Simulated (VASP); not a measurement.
## Nb16H (a cell with a defect): single point with PBEsol

System: Nb16H (a cell with a defect).

```
CELL_PARAMETERS angstrom
6.60000 0.00000 0.00000
0.00000 6.60000 0.00000
0.00000 0.00000 6.60000
ATOMIC_POSITIONS crystal
Nb 0.99965 0.00153 0.00024
Nb 0.49981 0.00153 0.00024
Nb 0.99955 0.50219 0.00024
Nb 0.00617 0.99412 0.50024
Nb 0.24973 0.24802 0.25034
Nb 0.49993 0.50219 0.00025
Nb 0.49325 0.99410 0.50024
Nb 0.74973 0.25544 0.24378
Nb 0.00071 0.49973 0.50025
Nb 0.24973 0.74738 0.25046
Nb 0.24973 0.24802 0.75015
Nb 0.49876 0.49973 0.50025
Nb 0.74973 0.74981 0.24925
Nb 0.74974 0.25545 0.75673
Nb 0.24973 0.74739 0.75001
Nb 0.74973 0.74982 0.75124
H 0.74968 0.12474 0.50027
```

* Program: VASP 6.6.1
* Task: single point
* Functional: PBEsol
* Potentials or basis: VASP PAW PBE potentials, release 64 (Nb_sv, H)
* Cutoff: 520 eV
* k mesh: 3 × 3 × 3
* Occupations: gaussian, width 0.1 eV
* Spin: no spin polarisation

The pressure is -3.9 GPa and the largest force is 0.007 eV/Å. The band gap on the k mesh is zero (an odd number of electrons rules out a gap without spin polarisation).

Forces on the atoms (eV/Å):
```
Nb   0.004  0.004  0.000
Nb  -0.004  0.004  0.000
Nb   0.002  0.001  0.000
Nb  -0.001 -0.007  0.001
Nb   0.000 -0.003 -0.005
Nb  -0.002  0.001  0.000
Nb   0.001 -0.007  0.000
Nb   0.000  0.005  0.002
Nb   0.000 -0.001  0.000
Nb   0.000  0.000 -0.004
Nb   0.000 -0.003  0.005
Nb  -0.002 -0.001  0.000
Nb   0.000  0.001  0.002
Nb   0.000  0.004 -0.003
Nb   0.000 -0.001  0.004
Nb   0.000  0.000 -0.001
H    0.002  0.001 -0.001
```

Stress tensor (GPa, compression positive):
```
-3.79  0.00  0.00
 0.00 -4.14  0.00
 0.00  0.00 -3.79
```

Levels at points of the mesh, in eV from the Fermi level:
```csv
k point,band 99,band 100,band 101,band 102,band 103,band 104,band 105,band 106,band 107,band 108
"(0.00, 0.00, 0.00)",0.36,0.37,0.66,0.87,0.91,0.91,0.93,0.93,0.96,1.00
```

Run time: 24 min on 1 thread of Intel(R) Xeon(R) Platinum 8259CL CPU @ 2.50GHz (Skylake/Cascade Lake), on a shared host, peak memory 0.53 GiB.

Caveat: the PAW data sets were made with another functional, which shifts forces and pressure a little.
